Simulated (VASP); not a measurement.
# ZrB2 (P6/mmm) in VASP: further runs

The runs below take ZrB2 through single point, with PBEsol.

All numbers are computed with VASP 6.6.1; they aren't measurements. Logs are shortened: lines on timing, memory, paths and dates and some standing lists are left out, and cuts for length are marked.

## Step 1: The cell of the first run

It takes space group P6/mmm (No. 191, hexagonal). Conventional cell: a = 3.102 Å, b = 3.102 Å, c = 3.437 Å, α = 90.00°, β = 90.00°, γ = 120.00°. Zr (site symmetry 6/mmm) has 12 B at 2.48 Å and 6 Zr at 3.10 Å within 3.3 Å. B (site symmetry -6m2) has 3 B at 1.79 Å and 6 Zr at 2.48 Å within 2.5 Å.

## Step 2: Single point, PBEsol

File INCAR:

```
PREC = Accurate
ENCUT = 520
EDIFF = 1E-6
ISMEAR = -1
SIGMA = 0.1
LREAL = F
LASPH = T
NELM = 60
ALGO = Normal
ISIF = 2
LWAVE = F
LCHARG = F
GGA = PS
NBANDS = 16
```

File KPOINTS:

```
regular mesh
0
Gamma
  16 16 12
```

File POSCAR:

```
ZrB2
1.0
    3.1017089005      0.0000000000      0.0000000000
   -1.5508544503      2.6861587030      0.0000000000
    0.0000000000      0.0000000000      3.4372571127
Zr B
1 2
Direct
    0.0000000000      0.0000000000      0.0000000000
    0.3333333333      0.6666666667      0.5000000000
    0.6666666667      0.3333333333      0.5000000000
```

Potentials or basis: VASP PAW PBE potentials, release 64 (Zr_sv, B).

The run is started by

```
> cat potpaw_PBE.64/Zr_sv/POTCAR potpaw_PBE.64/B/POTCAR > POTCAR
> mpirun -np 1 vasp_std > vasp.out
```

OUTCAR:

```text
PREC = Accurate
   ENCUT = 520
   EDIFF = 1E-6
   ISMEAR = -1
   LREAL = F
   LASPH = T
   NELM = 60
   ISIF = 2
   GGA = PS

 ion  position               nearest neighbor table
   1  0.000  0.000  0.000-   2 2.48   3 2.48   2 2.48   3 2.48   3 2.48   3 2.48   2 2.48   2 2.48
                             3 2.48   3 2.48   2 2.48   2 2.48
   2  0.333  0.667  0.500-   3 1.79   3 1.79   3 1.79   1 2.48   1 2.48   1 2.48   1 2.48   1 2.48
                             1 2.48
   3  0.667  0.333  0.500-   2 1.79   2 1.79   2 1.79   1 2.48   1 2.48   1 2.48   1 2.48   1 2.48
                             1 2.48

  LATTYP: Found a hexagonal cell.
 ALAT       =     3.1017089005
 C/A-ratio  =     1.1081817227

  Lattice vectors:

 A1 = (   3.1017089005,   0.0000000000,   0.0000000000)
 A2 = (  -1.5508544503,   2.6861587030,   0.0000000000)
 A3 = (   0.0000000000,   0.0000000000,   3.4372571127)

Analysis of symmetry for initial positions (statically):
=====================================================================
 Subroutine PRICEL returns:
 Original cell was already a primitive cell.

 Routine SETGRP: Setting up the symmetry group for a
 hexagonal supercell.

 Subroutine GETGRP returns: Found 24 space group operations
 (whereof 24 operations were pure point group operations)
 out of a pool of 24 trial point group operations.

The static configuration has the point symmetry D_6h.

Analysis of symmetry for dynamics (positions and initial velocities):
=====================================================================
 Subroutine PRICEL returns:
 Original cell was already a primitive cell.

 Routine SETGRP: Setting up the symmetry group for a
 hexagonal supercell.

 Subroutine GETGRP returns: Found 24 space group operations
 (whereof 24 operations were pure point group operations)
 out of a pool of 24 trial point group operations.

The dynamic configuration has the point symmetry D_6h.

 Subroutine INISYM returns: Found 24 space group operations
 (whereof 24 operations are pure point group operations),
 and found     1 'primitive' translations

----------------------------------------------------------------------------------------

                                     Primitive cell

  volume of cell :      28.6381

  direct lattice vectors                    reciprocal lattice vectors
     3.101708900  0.000000000  0.000000000     0.322402918  0.186139411  0.000000000
    -1.550854450  2.686158703  0.000000000     0.000000000  0.372278823  0.000000000
     0.000000000  0.000000000  3.437257113     0.000000000  0.000000000  0.290929647

  length of vectors
     3.101708900  3.101708901  3.437257113     0.372278823  0.372278823  0.290929647

  position of ions in fractional coordinates (direct lattice)
     0.000000000  0.000000000  0.000000000
     0.333333333  0.666666667  0.500000000
     0.666666667  0.333333333  0.500000000

  ion indices of the primitive-cell ions
   primitive index   ion index
                 1           1
                 2           2
                 3           3

----------------------------------------------------------------------------------------

 KPOINTS: regular mesh

Automatic generation of k-mesh.
 Grid dimensions read from file:
 generate k-points for:   16   16   12

 Generating k-lattice:

  Cartesian coordinates                     Fractional coordinates (reciprocal lattice)
     0.020150182  0.011633713  0.000000000     0.062500000  0.000000000  0.000000000
     0.000000000  0.023267426  0.000000000     0.000000000  0.062500000  0.000000000
     0.000000000  0.000000000  0.024244137     0.000000000  0.000000000  0.083333333

  Length of vectors
     0.023267426  0.023267426  0.024244137

  Shift w.r.t. Gamma in fractional coordinates (k-lattice)
     0.000000000  0.000000000  0.000000000

 Subroutine IBZKPT returns following result:
 ===========================================

 Found    210 irreducible k-points:

 Following reciprocal coordinates:
            Coordinates               Weight
  0.000000  0.000000  0.000000      1.000000
  0.062500  0.000000  0.000000      6.000000
  0.125000  0.000000  0.000000      6.000000
  0.187500 -0.000000  0.000000      6.000000
  0.250000  0.000000  0.000000      6.000000
  0.312500  0.000000  0.000000      6.000000
[... 16 lines left out ...]
  0.187500  0.187500  0.000000      6.000000
  0.250000  0.187500  0.000000     12.000000
 [... further k-points ...]
   k-points           NKPTS =    210   k-points in BZ     NKDIM =    210   number of bands    NBANDS=     16
   number of dos      NEDOS =    301   number of ions     NIONS =      3
   total plane-waves  NPLWV =  16128
   dimension x,y,z NGX =    24 NGY =   24 NGZ =   28
   dimension x,y,z NGXF=    48 NGYF=   48 NGZF=   56
   ions per type =               1   2
   NGX,Y,Z   is equivalent  to a cutoff of  12.86, 12.86, 13.54 a.u.
   NGXF,Y,Z  is equivalent  to a cutoff of  25.73, 25.73, 27.08 a.u.
 SYSTEM =  unknown system
   PREC   = accura    normal or accurate (medium, high low for compatibility)
   ISTART =      0    job   : 0-new  1-cont  2-samecut
   ICHARG =      2    charge: 1-file 2-atom 10-const
   ISPIN  =      1    spin polarized calculation?
   LNONCOLLINEAR =      F non collinear calculations
   LSORBIT =      F    spin-orbit coupling
   LASPH  =      T    aspherical Exc in radial PAW
   ENCUT  =  520.0 eV  38.22 Ry    6.18 a.u.   5.77  5.77  6.39*2*pi/ulx,y,z
   NELM   =     60;   NELMIN=  2; NELMDL= -5     # of ELM steps
   EDIFF  = 0.1E-05   stopping-criterion for ELM
   LREAL  =      F    real-space projection
   EDIFFG = 0.1E-04   stopping-criterion for IOM
   NSW    =      0    number of steps for IOM
   IBRION =     -1    ionic relax: 0-MD 1-quasi-New 2-CG
   NFREE  =      0    steps in history (QN), initial steepest desc. (CG)
   ISIF   =      2    stress and relaxation
   ISYM   =      2    0-nonsym 1-usesym 2-fastsym
   POTIM  = 0.5000    time-step for ionic-motion
   TEBEG  =    0.0;   TEEND  =   0.0 temperature during run
   PSTRESS=    0.0 pullay stress
   NELECT =      18.0000    total number of electrons
   NUPDOWN=      -1.0000    fix difference up-down
   EMIN   =  10.00;   EMAX   =-10.00  energy-range for DOS
   EFERMI =   0.00;   METHOD = LEGACY
   ISMEAR =    -1;   SIGMA  =   0.10  broadening in eV -4-tet -1-fermi 0-gaus
   EFERMI_NEDOS =   21; number of points for ismear=-14 and -15
   IALGO  =     38    algorithm
   IMIX   =      4    mixing-type and parameters
     AMIX     =   0.40;   BMIX     =  1.00
     AMIX_MAG =   1.60;   BMIX_MAG =  1.00
  volume/ion in A,a.u.               =       9.55        64.42
  Fermi-wavevector in a.u.,A,eV,Ry     =   1.402332  2.650023 26.756323  1.966534
  Thomas-Fermi vector in A             =   2.525104
   LORBIT       =      0    0 simple, 1 ext, 2 COOP (PROOUT), +10 PAW based schemes
   GGA     = PS    functional components
   LHFCALC =     F    Hartree Fock is set to
   AEXX    =    0.0000 exact exchange contribution
   IVDW    =     0    specifies the selected vdW correction
   LEPSILON=     F    determine dielectric tensor
   LRPA    =     F    only Hartree local field effects (RPA)
 non-spin polarized calculation
  energy-cutoff  :      520.00
  volume of cell :       28.64
 maximum number of plane-waves:       784
 NGX is ok and might be reduce to    24
   NGX = 11   NGY = 11   NGZ = 13

 number of electron      18.0000000 magnetization

 Free energy of the ion-electron system (eV)
  ---------------------------------------------------
  ext. energy  EPLUGINS =         0.00000000
  ---------------------------------------------------
  free energy    TOTEN  =       -26.33084608 eV

  energy without entropy =      -26.32297339  energy(sigma->0) =      -26.32690974

 E-fermi :  11.2257     XC(G=0): -12.8745

 val. band max:       11.1780482130   @ k =   0.0625   0.0625   0.5000
 cond. band min:      11.2276511135   @ k =   0.1875   0.1875   0.0833
 fundamental gap:      0.0496029005
 Fermi energy:        11.2257336083

 k-point     1 :       0.0000    0.0000    0.0000
  band No.  band energies     occupation
      1     -37.0380      2.00000
      2     -15.3063      2.00000
      3     -14.6355      2.00000
      4     -14.6355      2.00000
      5      -1.7811      2.00000
      6       8.4215      2.00000
[... 8 lines left out ...]
     15      16.6218      0.00000
     16      16.6218      0.00000

 k-point     2 :       0.0625    0.0000    0.0000
  band No.  band energies     occupation
      1     -37.0322      2.00000
      2     -15.2979      2.00000
      3     -14.6851      2.00000
      4     -14.6461      2.00000
      5      -1.6963      2.00000
      6       8.1883      2.00000
[... 8 lines left out ...]
     15      17.1484      0.00000
     16      17.3022      0.00000

 k-point     3 :       0.1250    0.0000    0.0000
  band No.  band energies     occupation
      1     -37.0155      2.00000
      2     -15.2736      2.00000
      3     -14.8241      2.00000
      4     -14.6760      2.00000
      5      -1.4488      2.00000
      6       7.5856      2.00000
[... 8 lines left out ...]
     15      17.8697      0.00000
     16      18.4457      0.00000

 k-point     4 :       0.1875   -0.0000    0.0000
  band No.  band energies     occupation
      1     -36.9904      2.00000
      2     -15.2371      2.00000
      3     -15.0262      2.00000
      4     -14.7205      2.00000
      5      -1.0575      2.00000
      6       6.7870      2.00000
[... 8 lines left out ...]
     15      18.4464      0.00000
     16      19.1451      0.00000
[... 324 lines left out ...]
 k-point    22 :       0.4375    0.1250    0.0000
  band No.  band energies     occupation
      1     -36.8761      2.00000
      2     -15.7670      2.00000
      3     -15.0702      2.00000
      4     -15.0230      2.00000
      5       2.2463      2.00000
      6       2.8588      2.00000
[... 8 lines left out ...]
     15      20.4316      0.00000
     16      21.8853      0.00000

 k-point    23 :       0.1875    0.1875    0.0000
  band No.  band energies     occupation
      1     -36.9236      2.00000
      2     -15.4427      2.00000
      3     -15.1398      2.00000
      4     -14.9315      2.00000
      5       0.2183      2.00000
      6       5.3036      2.00000
[... 8 lines left out ...]
     15      19.2007      0.00000
     16      20.9657      0.00000

 k-point    24 :       0.2500    0.1875    0.0000
  band No.  band energies     occupation
      1     -36.8999      2.00000
      2     -15.5630      2.00000
      3     -15.1053      2.00000
      4     -15.0262      2.00000
      5       0.8604      2.00000
      6       4.7022      2.00000
[... 8 lines left out ...]
     15      19.3991      0.00000
     16      21.6905      0.00000

 [... further k-points ...]
[... 5 lines left out ...]
  --------------------------------------------------------------------------------------
  -------------------------------------------------------------------------------------
  Total        2.7542928      2.7542928      2.7561961     -0.0000000     -0.0000000      0.0000000
  in kB      154.0905365    154.0905365    154.1970196     -0.0000000     -0.0000000      0.0000000
  external PRESSURE =     154.1260309 kB  Pullay stress =       0.0000000 kB

 VOLUME and BASIS-vectors are now :
 -----------------------------------------------------------------------------
  energy-cutoff  :      520.00
  volume of cell :       28.64
      direct lattice vectors                 reciprocal lattice vectors
     3.101708900  0.000000000  0.000000000     0.322402918  0.186139411  0.000000000
    -1.550854450  2.686158703  0.000000000     0.000000000  0.372278823  0.000000000
     0.000000000  0.000000000  3.437257113     0.000000000  0.000000000  0.290929647

 POSITION                                       TOTAL-FORCE (eV/Angst)
 -----------------------------------------------------------------------------------
      0.00000      0.00000      0.00000         0.000000      0.000000      0.000000
     -0.00000      1.79077      1.71863        -0.000000      0.000000      0.000000
      1.55085      0.89539      1.71863        -0.000000      0.000000      0.000000
 -----------------------------------------------------------------------------------
    total drift:                               -0.000000      0.000000      0.000000

  FREE ENERGIE OF THE ION-ELECTRON SYSTEM (eV)
  ---------------------------------------------------
  free  energy   TOTEN  =       -26.3308460830 eV

  energy  without entropy=      -26.3229733897  energy(sigma->0) =      -26.32690974
```

Run time: 2.1 min. Hardware: 1 thread of Intel Xeon 8259CL, shared host; peak memory 0.21 GiB.

Results:

* Free energy: -26.3308 eV
* Pressure: 15.4 GPa
* Band gap on the k mesh: zero (bands 9 and 10 overlap by 1.21 eV)

Levels at points of the mesh, in eV from the Fermi level:
| k point | band 5 | band 6 | band 7 | band 8 | band 9 | band 10 | band 11 | band 12 | band 13 | band 14 |
| --- | --- | --- | --- | --- | --- | --- | --- | --- | --- | --- |
| (0.00, 0.00, 0.00) | -13.01 | -2.80 | -2.80 | -2.77 | -2.22 | 3.73 | 3.73 | 4.62 | 4.62 | 5.30 |
| (0.50, 0.00, 0.00) | -9.26 | -8.46 | -4.11 | -3.12 | -2.92 | 2.42 | 2.51 | 5.38 | 5.53 | 7.00 |
| (0.00, 0.00, 0.50) | -10.63 | -7.15 | -0.99 | -0.99 | 0.28 | 0.28 | 0.83 | 0.83 | 2.10 | 5.19 |
| (0.50, 0.00, 0.50) | -10.24 | -7.00 | -4.89 | -4.38 | -1.80 | 4.19 | 4.45 | 5.83 | 7.03 | 7.15 |

Caveat: the cell stands under pressure; the PAW data sets were made with another functional, which shifts forces and pressure a little.

## Step 3: Single point, PBEsol

This run uses another cell than the first one, of 9.71 Å³/atom.

File INCAR:

```
ALGO = Normal
EDIFF = 1E-6
ENCUT = 520
GGA = PS
ISIF = 2
ISMEAR = -1
LASPH = T
LCHARG = F
LREAL = F
LWAVE = F
NBANDS = 16
NELM = 60
PREC = Accurate
SIGMA = 0.1
```

File KPOINTS:

```
k-points
0
Gamma
  16 16 12
```

File POSCAR:

```
ZrB2
1.0
    3.1183201305      0.0000000000      0.0000000000
   -1.5591600652      2.7005444501      0.0000000000
    0.0000000000      0.0000000000      3.4583658780
Zr B
1 2
Direct
    0.0000000000      0.0000000000      0.0000000000
    0.3333333333      0.6666666667      0.5000000000
    0.6666666667      0.3333333333      0.5000000000
```

Potentials or basis: VASP PAW PBE potentials, release 64 (Zr_sv, B).

The run is started by

```
> cat potpaw_PBE.64/Zr_sv/POTCAR potpaw_PBE.64/B/POTCAR > POTCAR
> mpirun -np 1 vasp_std > vasp.out
```

It took 2.2 min on 1 thread of Intel Xeon 8259CL, shared host; peak memory 0.22 GiB.

Results (log left out):

```yaml
Free_energy: -26.3702 eV
Pressure: 10.4 GPa
Band_gap_on_the_k_mesh: zero (bands 9 and 10 overlap by 1.19 eV)
```

Levels at points of the mesh, in eV from the Fermi level:
| k point | band 6 | band 7 | band 8 | band 9 | band 10 | band 11 | band 12 | band 13 |
| --- | --- | --- | --- | --- | --- | --- | --- | --- |
| (0.00, 0.00, 0.00) | -2.76 | -2.76 | -2.73 | -2.24 | 3.65 | 3.65 | 4.52 | 4.52 |
| (0.50, 0.00, 0.00) | -8.46 | -4.06 | -3.10 | -2.87 | 2.38 | 2.46 | 5.27 | 5.41 |
| (0.00, 0.00, 0.50) | -7.11 | -0.98 | -0.98 | 0.28 | 0.28 | 0.81 | 0.81 | 2.04 |
| (0.50, 0.00, 0.50) | -6.99 | -4.82 | -4.32 | -1.85 | 4.09 | 4.36 | 5.70 | 6.85 |

Caveat: the cell stands under pressure; the PAW data sets were made with another functional, which shifts forces and pressure a little.

## Step 4: Single point, PBEsol

This run uses another cell than the first one, of 9.81 Å³/atom.

File INCAR:

```
SYSTEM = ZrB2
ALGO = Normal
EDIFF = 1E-6
ENCUT = 520
GGA = PS
ISIF = 2
ISMEAR = -1
LASPH = .True.
LCHARG = .False.
LREAL = .False.
LWAVE = .False.
NBANDS = 16
NELM = 80
PREC = Accurate
SIGMA = 0.1
```

File KPOINTS:

```
k-points
0
Gamma
  16 16 12
  0 0 0
```

File POSCAR:

```
ZrB2
1.0
    3.1289389562      0.0000000000      0.0000000000
   -1.5644694781      2.7097406229      0.0000000000
    0.0000000000      0.0000000000      3.4720427213
Zr B
1 2
Direct
    0.0000000000      0.0000000000      0.0000000000
    0.3333333333      0.6666666667      0.5000000000
    0.6666666667      0.3333333333      0.5000000000
```

The run is started by

```
> cat potpaw_PBE.64/Zr_sv/POTCAR potpaw_PBE.64/B/POTCAR > POTCAR
> mpirun -np 1 vasp_std > vasp.out
```

It took 2.2 min on 1 thread of Intel Xeon 8259CL, shared host; peak memory 0.22 GiB.

It converged, with:

| Item | Value |
| --- | --- |
| Free energy | -26.3878 eV |
| Pressure | 7.3 GPa |
| Band gap on the k mesh | zero (bands 9 and 10 overlap by 1.18 eV) |

Levels at points of the mesh, in eV from the Fermi level:
```
           k point  band 7  band 8  band 9  band 10  band 11  band 12
(0.00, 0.00, 0.00)   -2.74   -2.71   -2.26     3.60     3.60     4.46
(0.50, 0.00, 0.00)   -4.02   -3.09   -2.84     2.35     2.43     5.21
(0.00, 0.00, 0.50)   -0.97   -0.97    0.29     0.29     0.80     0.80
(0.50, 0.00, 0.50)   -4.78   -4.29   -1.88     4.02     4.30     5.62
```

Caveat: the cell stands under pressure; the PAW data sets were made with another functional, which shifts forces and pressure a little.

(Part 1 of 2 ends here.)

The gap in the log of VASP goes by the Fermi energy; the results here count the filled bands.